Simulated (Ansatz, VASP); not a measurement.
## One calculation of BN, two programs

Contents of INCAR:

```
ALGO = Normal
EDIFF = 1E-7
ENCUT = 520
ISIF = 2
ISMEAR = 0
LASPH = True
LCHARG = True
LELF = True
LREAL = False
LVHAR = True
LWAVE = False
NBANDS = 16
NELM = 60
PREC = Accurate
SIGMA = 0.05
```

File KPOINTS:

```
k-points
0
Gamma
  12 12 4
```

The input POSCAR:

```
BN
1.0
    2.3654962329      0.0000000000      0.0000000000
   -1.1827481164      2.0485798302      0.0000000000
    0.0000000000      0.0000000000      6.3253369267
B N
2 2
Direct
    0.3333333333      0.6666666667      0.2500000000
    0.6666666667      0.3333333333      0.7500000000
    0.3333333333      0.6666666667      0.7500000000
    0.6666666667      0.3333333333      0.2500000000
```

Input for Ansatz:

```yaml
crystal:
  lattice:
    - [2.3654962329, 0.0, 0.0]
    - [-1.1827481164, 2.0485798302, 0.0]
    - [0.0, 0.0, 6.3253369267]
  atoms:
    - { symbol: B, position: [0.3333333333, 0.6666666667, 0.25] }
    - { symbol: B, position: [0.6666666667, 0.3333333333, 0.75] }
    - { symbol: "N", position: [0.3333333333, 0.6666666667, 0.75] }
    - { symbol: "N", position: [0.6666666667, 0.3333333333, 0.25] }
basis:
  ecutwfc: 520.0
kpoints:
  mp_grid: { grid: [12, 12, 4] }
hamiltonian:
  xc: lda
  pseudopotentials: { kind: paw, azcp: { folder: soft_1 } }
scf:
  occupations: { method: gaussian, width: 0.05 }
output:
  forces: true
  stress: true
  eigenvalues: true
```

Alike in both runs: task single point; functional LDA; k mesh 12 × 12 × 4; occupations gaussian, width 0.05 eV; no spin polarisation.

|  | VASP | Ansatz |
| --- | --- | --- |
| version | VASP 6.6.1 | Ansatz 0.2.0 |
| potentials or method | VASP PAW LDA potentials, release 64 (B, N), cutoff 520 eV | scalar-relativistic, plane waves, PAW |
| valence electrons in the cell | 16 | 16 |

Ansatz gave:

| Item | Value |
| --- | --- |
| gap on the k mesh at the Fermi level (eV) | 4.25 |
| least direct gap on the mesh (eV) | 4.76 |

**Question.** What did VASP give for the same quantities?

**Answer.** gap on the k mesh at the Fermi level (eV): 4.23; least direct gap on the mesh (eV): 4.75.

Ansatz warns that its potentials were made for another functional, while VASP's fit it. LDA's correlation is that of Perdew and Zunger in VASP and of Perdew and Wang (1992) in Ansatz.
